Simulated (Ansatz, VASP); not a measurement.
## MgTiF4: VASP beside Ansatz

```xyz
6
Lattice="3.5115 0.0000 0.0000 0.0000 3.5115 0.0000 0.0000 0.0000 5.2607" Properties=species:S:1:pos:R:3 pbc="T T T"
Mg    0.0000    0.0000    2.6303
Ti    1.7558    1.7558    0.0000
F     1.7558    0.0000    1.3870
F     1.7558    0.0000    3.8736
F     0.0000    1.7558    3.8736
F     0.0000    1.7558    1.3870
```

Alike in both runs: functional PBE; k mesh 10 × 10 × 8; occupations gaussian, width 0.01 eV; no spin polarisation.

Ansatz relaxed the structure, and its values are those at the end. VASP's run is a single point on that final structure, the one shown.

|  | VASP | Ansatz |
| --- | --- | --- |
| version | VASP 6.6.1 | Ansatz 0.2.0 |
| potentials or method | VASP PAW PBE potentials, release 64 (Mg, Ti_sv, F), cutoff 520 eV | scalar-relativistic, plane waves, PAW |
| valence electrons in the cell | 42 | 50 |

|  | VASP | Ansatz | Ansatz less VASP |
| --- | --- | --- | --- |
| gap on the k mesh at the Fermi level (eV) | none | none | - |
| pressure (GPa) | -0.4 | 0.0 | +0.37 |
| rms of the force components (eV/Å) | 0.017 | 0.000 | -0.0162 |

A gap of «none» marks a metal or a gap that the smearing closes. VASP's potentials hold 42 valence electrons a cell and Ansatz's 50, so a difference there can come from the potentials and not from the codes.
